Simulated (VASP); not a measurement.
A run of VASP 6.6.1 is set up as follows.

Contents of INCAR:

```
SYSTEM = SrWI
PREC = Accurate
ENCUT = 520
EDIFF = 1E-7
ISMEAR = -1
SIGMA = 0.1
LREAL = .False.
LASPH = .True.
NELM = 80
ALGO = Normal
ISIF = 2
LWAVE = .False.
LCHARG = .False.
GGA = PE
NBANDS = 40
```

KPOINTS

```
Automatic mesh
0
Gamma
  4 4 2
  0 0 0
```

POSCAR

```
SrWI
1.0
    4.6005890000      0.0000000000      0.0000000000
    0.0000000000      4.6005890000      0.0000000000
    0.0000000000      0.0000000000      8.8938410000
Sr W I
2 2 2
Direct
    0.0000000000      0.5000000000      0.2000000000
    0.5000000000      0.0000000000      0.8000000000
    0.0000000000      0.0000000000      0.0000000000
    0.5000000000      0.5000000000      0.0000000000
    0.0000000000      0.5000000000      0.7000000000
    0.5000000000      0.0000000000      0.3000000000
```

Potentials or basis: VASP PAW PBE potentials, release 64 (Sr_sv, W_sv, I).

Command:

```bash
$ cat potpaw_PBE.64/Sr_sv/POTCAR potpaw_PBE.64/W_sv/POTCAR potpaw_PBE.64/I/POTCAR > POTCAR
$ mpirun -np 1 vasp_std > vasp.out
```

Problem. Estimate the band gap on the k mesh.

Solution. Zero (bands 31 and 32 overlap by 0.33 eV).

Problem. Estimate the pressure.

Solution. 4.2 GPa.

Problem. What does it give for the largest force?

Solution. 4.303 eV/Å.

Forces in eV/Å, atoms in the order of the input:
```
Sr   0.000  0.000  4.303
Sr   0.000  0.000 -4.303
W    0.000  0.000  0.000
W    0.000  0.000  0.000
I    0.000  0.000 -0.487
I    0.000  0.000  0.487
```

Caveat: the stress differs along the axes, from -1 to 14 GPa; spin-orbit coupling is left out, which moves the levels of the heavy elements; forces of over 1 eV/Å act on the atoms, so gaps and moduli don't describe the material at rest.
